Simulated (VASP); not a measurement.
# CO2 (Cmce) in VASP: dielectric tensor with PBEsol

Aim: the dielectric tensor of CO2 with PBEsol.

Program: VASP 6.6.1. These are calculated values, not measurements. Logs are shortened: lines on timing, memory, paths and dates and some standing lists are left out, and cuts for length are marked.

## Step 1: The cell of the first run

Symmetry: Cmce, No. 64, orthorhombic system. The conventional cell has a = 5.272 Å, b = 4.775 Å, c = 6.587 Å, α = 90.00°, β = 90.00°, γ = 90.00°. C (site symmetry 2/m) has 2 O at 1.17 Å within 1.6 Å. O (site symmetry m) has 1 C at 1.17 Å within 1.6 Å.

## Step 2: Dielectric tensor, PBEsol

The input, INCAR:

```
SYSTEM = CO2
  ALGO = Normal
  EDIFF = 1E-8
  ENCUT = 520
  GGA = PS
  ISIF = 2
  ISMEAR = 0
  LASPH = .TRUE.
  LCHARG = .FALSE.
  LEPSILON = .TRUE.
  LREAL = .FALSE.
  LWAVE = .FALSE.
  NELM = 60
  PREC = Accurate
  SIGMA = 0.01
```

The input, KPOINTS:

```
k-points
0
G
  5 5 3
  0 0 0
```

The input, POSCAR:

```
CO2
1.0
    2.6359112300     -2.3873781200      0.0000000000
    2.6359112300      2.3873781200      0.0000000000
    0.0000000000      0.0000000000      6.5871749100
C O
2 4
Direct
    0.0000000000      0.0000000000      0.0000000000
    0.5000000000      0.5000000000      0.4999999992
    0.8065085706      0.1934914294      0.8918433897
    0.1934914294      0.8065085706      0.1081566103
    0.6934914294      0.3065085706      0.3918433904
    0.3065085706      0.6934914294      0.6081566096
```

Potentials or basis: VASP PAW PBE potentials, release 64 (C, O).

Command:

```
> cat potpaw_PBE.64/C/POTCAR potpaw_PBE.64/O/POTCAR > POTCAR
> mpirun -np 1 vasp_std > vasp.out
```

OUTCAR:

```text
SYSTEM = CO2
   EDIFF = 1E-8
   ENCUT = 520
   GGA = PS
   ISIF = 2
   ISMEAR = 0
   LASPH = .TRUE.
   LEPSILON = .TRUE.
   LREAL = .FALSE.
   NELM = 60
   PREC = Accurate

 ion  position               nearest neighbor table
   1  0.000  0.000  0.000-   3 1.17   4 1.17
   2  0.500  0.500  0.500-   5 1.17   6 1.17
   3  0.807  0.193  0.892-   1 1.17
   4  0.193  0.807  0.108-   1 1.17
   5  0.693  0.307  0.392-   2 1.17
   6  0.307  0.693  0.608-   2 1.17

  LATTYP: Found a base centered orthorhombic cell.
 ALAT       =     4.7747562400
 B/A-ratio  =     1.1041029521
 C/A-ratio  =     1.3795834968

  Lattice vectors:

 A1 = (  -2.6359112300,  -2.3873781200,   0.0000000000)
 A2 = (   2.6359112300,  -2.3873781200,   0.0000000000)
 A3 = (   0.0000000000,   0.0000000000,   6.5871749100)

Analysis of symmetry for initial positions (statically):
=====================================================================
 Subroutine PRICEL returns:
 Original cell was already a primitive cell.

 Routine SETGRP: Setting up the symmetry group for a
 base centered orthorhombic supercell.

 Subroutine GETGRP returns: Found  8 space group operations
 (whereof  4 operations were pure point group operations)
 out of a pool of  8 trial point group operations.

The static configuration has the point symmetry C_2h.
 The point group associated with its full space group is D_2h.

Analysis of symmetry for dynamics (positions and initial velocities):
=====================================================================
 Subroutine PRICEL returns:
 Original cell was already a primitive cell.

 Routine SETGRP: Setting up the symmetry group for a
 base centered orthorhombic supercell.

 Subroutine GETGRP returns: Found  8 space group operations
 (whereof  4 operations were pure point group operations)
 out of a pool of  8 trial point group operations.

The dynamic configuration has the point symmetry C_2h.
 The point group associated with its full space group is D_2h.

 Subroutine INISYM returns: Found  8 space group operations
 (whereof  4 operations are pure point group operations),
 and found     1 'primitive' translations

----------------------------------------------------------------------------------------

                                     Primitive cell

  volume of cell :      82.9051

  direct lattice vectors                    reciprocal lattice vectors
     2.635911230 -2.387378120  0.000000000     0.189687723 -0.209434775  0.000000000
     2.635911230  2.387378120  0.000000000     0.189687723  0.209434775  0.000000000
     0.000000000  0.000000000  6.587174910     0.000000000  0.000000000  0.151810148

  length of vectors
     3.556346763  3.556346763  6.587174910     0.282567439  0.282567439  0.151810148

  position of ions in fractional coordinates (direct lattice)
     0.000000000  0.000000000  0.000000000
     0.500000000  0.500000000  0.499999999
     0.806508571  0.193491429  0.891843390
     0.193491429  0.806508571  0.108156610
     0.693491429  0.306508571  0.391843390
     0.306508571  0.693491429  0.608156610

  ion indices of the primitive-cell ions
   primitive index   ion index
                 1           1
                 2           2
                 3           3
                 4           4
                 5           5
                 6           6

----------------------------------------------------------------------------------------

 KPOINTS: k-points

Automatic generation of k-mesh.
 Grid dimensions read from file:
[... 89 lines left out ...]
 non-spin polarized calculation
 Gauss-broadening in eV      SIGMA  =   0.01
  energy-cutoff  :      520.00
  volume of cell :       82.91
 maximum number of plane-waves:      2252
   NGX = 13   NGY = 13   NGZ = 25

--------------------------------------- Ionic step        1  -------------------------------------------

 number of electron      32.0000005 magnetization

 E-fermi :  -3.1194     XC(G=0):  -8.3269

 val. band max:       -3.1645220848   @ k =  -0.4000   0.4000   0.0000
 cond. band min:       3.4122729868   @ k =   0.0000   0.0000   0.0000
 fundamental gap:      6.5767950716
 Fermi energy:        -3.1194097935

 k-point     1 :       0.0000    0.0000    0.0000
  band No.  band energies     occupation
      1     -23.9304      2.00000
      2     -23.7604      2.00000
      3     -22.7326      2.00000
      4     -22.6512      2.00000
      5      -8.3210      2.00000
      6      -8.2416      2.00000
[... 403 lines left out ...]
     19       5.5630      0.00000
     20       5.6608      0.00000

  FORCE on cell =-STRESS in cart. coord.  units (eV):
  Direction    XX          YY          ZZ          XY          YZ          ZX
  --------------------------------------------------------------------------------------
  -------------------------------------------------------------------------------------
  Total        0.4602484      2.3855490      1.4733516      0.0000000      0.0000000      0.0000000
  in kB        8.8945039     46.1017844     28.4731682      0.0000000      0.0000000      0.0000000
  external PRESSURE =      27.8231522 kB  Pullay stress =       0.0000000 kB

 VOLUME and BASIS-vectors are now :
 -----------------------------------------------------------------------------
  energy-cutoff  :      520.00
  volume of cell :       82.91
      direct lattice vectors                 reciprocal lattice vectors
     2.635911230 -2.387378120  0.000000000     0.189687723 -0.209434775  0.000000000
     2.635911230  2.387378120  0.000000000     0.189687723  0.209434775  0.000000000
     0.000000000  0.000000000  6.587174910     0.000000000  0.000000000  0.151810148

 POSITION                                       TOTAL-FORCE (eV/Angst)
 -----------------------------------------------------------------------------------
      0.00000      0.00000      0.00000         0.000000      0.000000      0.000000
      2.63591      0.00000      3.29359         0.000000      0.000000      0.000000
      2.63591     -1.46350      5.87473         0.000000      0.532481     -0.397139
      2.63591      1.46350      0.71245         0.000000     -0.532481      0.397139
      2.63591     -0.92387      2.58114         0.000000     -0.532481     -0.397139
      2.63591      0.92387      4.00603         0.000000      0.532481      0.397139
 -----------------------------------------------------------------------------------
    total drift:                                0.000000      0.000003      0.000002

  FREE ENERGIE OF THE ION-ELECTRON SYSTEM (eV)
  ---------------------------------------------------
  free  energy   TOTEN  =       -47.5819131039 eV

  energy  without entropy=      -47.5819131039  energy(sigma->0) =      -47.58191310

 HEAD OF MICROSCOPIC STATIC DIELECTRIC TENSOR (INDEPENDENT PARTICLE, excluding Hartree and local field effects)
 ------------------------------------------------------
           1.887796     0.000000     0.000000
           0.000000     3.105583     0.000000
           0.000000    -0.000000     2.600949
 ------------------------------------------------------

 Free energy of the ion-electron system (eV)
  ---------------------------------------------------
  ---------------------------------------------------
  free energy    TOTEN  =        -0.19731480 eV

  energy without entropy =       -0.19731480

------------------------ aborting loop because EDIFF is reached ----------------------------------------

--------------------------------------- Ionic step        2  -------------------------------------------

------------------------ aborting loop because EDIFF is reached ----------------------------------------

--------------------------------------- Ionic step        3  -------------------------------------------

 Free energy of the ion-electron system (eV)
  ---------------------------------------------------
  ---------------------------------------------------
  free energy    TOTEN  =        -0.27309672 eV

  energy without entropy =       -0.27309672

------------------------ aborting loop because EDIFF is reached ----------------------------------------

 PIEZOELECTRIC TENSOR FIELD DIRECTION 3  (e Angst)
 -----------------------------------------------------------------------------
     0.00017  0.00000  0.00000           ( -0.00000  0.00000  0.00000)
     0.00000 -0.00079  0.00000           (  0.00000 -0.00000  0.00000)
     0.00000  0.00000  0.00008           (  0.00000  0.00000 -0.00000)

 PIEZOELECTRIC TENSOR FIELD DIRECTION 3  (C/m^2)
 -----------------------------------------------------------------------------
     0.00003  0.00000  0.00000
     0.00000 -0.00015  0.00000
     0.00000  0.00000  0.00002

 MACROSCOPIC STATIC DIELECTRIC TENSOR (including local field effects in DFT)
 ------------------------------------------------------
           1.775069     0.000000     0.000000
           0.000000     2.261597     0.000000
           0.000000     0.000000     2.083970
 ------------------------------------------------------

 PIEZOELECTRIC TENSOR (including local field effects)  for field in x, y, z        (e  Angst)
          XX          YY          ZZ          XY          YZ          ZX
  --------------------------------------------------------------------------------
  x     0.00000     0.00000     0.00000     0.00000     0.00000     0.00000
  y     0.00000     0.00000     0.00000     0.00000     0.00000     0.00000
  z     0.00000     0.00000     0.00000     0.00000     0.00000     0.00000

 PIEZOELECTRIC TENSOR (including local field effects)  for field in x, y, z        (C/m^2)
          XX          YY          ZZ          XY          YZ          ZX
  --------------------------------------------------------------------------------
  x     0.00000     0.00000     0.00000     0.00000     0.00000     0.00000
  y     0.00000     0.00000     0.00000     0.00000     0.00000     0.00000
  z     0.00000     0.00000     0.00000     0.00000     0.00000     0.00000

 BORN EFFECTIVE CHARGES (including local field effects) (in |e|, cummulative output)
 ---------------------------------------------------------------------------------
 ion    1
    1     0.67330     0.00000     0.00000
    2     0.00000     2.03970    -0.81376
    3     0.00000    -1.08362     1.53270
 ion    2
    1     0.67330     0.00000     0.00000
    2     0.00000     2.03970     0.81376
    3     0.00000     1.08362     1.53270
 ion    3
    1    -0.33665     0.00000     0.00000
    2     0.00000    -1.01985     0.46988
    3     0.00000     0.59875    -0.76635
 ion    4
    1    -0.33665     0.00000     0.00000
    2     0.00000    -1.01985     0.46988
    3     0.00000     0.59875    -0.76635
 ion    5
    1    -0.33665     0.00000     0.00000
    2     0.00000    -1.01985    -0.46988
    3     0.00000    -0.59875    -0.76635
 ion    6
    1    -0.33665     0.00000     0.00000
    2     0.00000    -1.01985    -0.46988
    3     0.00000    -0.59875    -0.76635
```

Wall time 2.9 min (1 thread of Intel Xeon Platinum 8488C (Sapphire Rapids), shared host); peak memory 0.24 GiB.

Results:

- Band gap on the k mesh: 6.58 eV, indirect (least direct gap 7.09 eV)
- Electronic dielectric tensor (diagonal): 1.78, 2.26, 2.08
- Born charges (mean of the diagonal): C +1.42; O -0.71 e

Levels at points of the mesh, in eV from the valence-band top:
| k point | band 12 | band 13 | band 14 | band 15 | band 16 | band 17 | band 18 | band 19 | band 20 |
| --- | --- | --- | --- | --- | --- | --- | --- | --- | --- |
| (0.00, 0.00, 0.00) | -3.44 | -0.92 | -0.88 | -0.56 | -0.51 | 6.58 | 7.15 | 7.70 | 7.83 |

Electronic dielectric tensor:
```
1.78 0.00 0.00
0.00 2.26 0.00
0.00 0.00 2.08
```

Born effective charge tensors (e):
atom 1, C
```
 0.67  0.00  0.00
 0.00  2.04 -0.81
 0.00 -1.08  1.53
```
atom 2, C
```
0.67 0.00 0.00
0.00 2.04 0.81
0.00 1.08 1.53
```
atom 3, O
```
-0.34  0.00  0.00
 0.00 -1.02  0.47
 0.00  0.60 -0.77
```
atom 4, O
```
-0.34  0.00  0.00
 0.00 -1.02  0.47
 0.00  0.60 -0.77
```
atom 5, O
```
-0.34  0.00  0.00
 0.00 -1.02 -0.47
 0.00 -0.60 -0.77
```
atom 6, O
```
-0.34  0.00  0.00
 0.00 -1.02 -0.47
 0.00 -0.60 -0.77
```

Caveat: the PAW data sets were made with another functional, which shifts forces and pressure a little. A k mesh can miss the band edges.
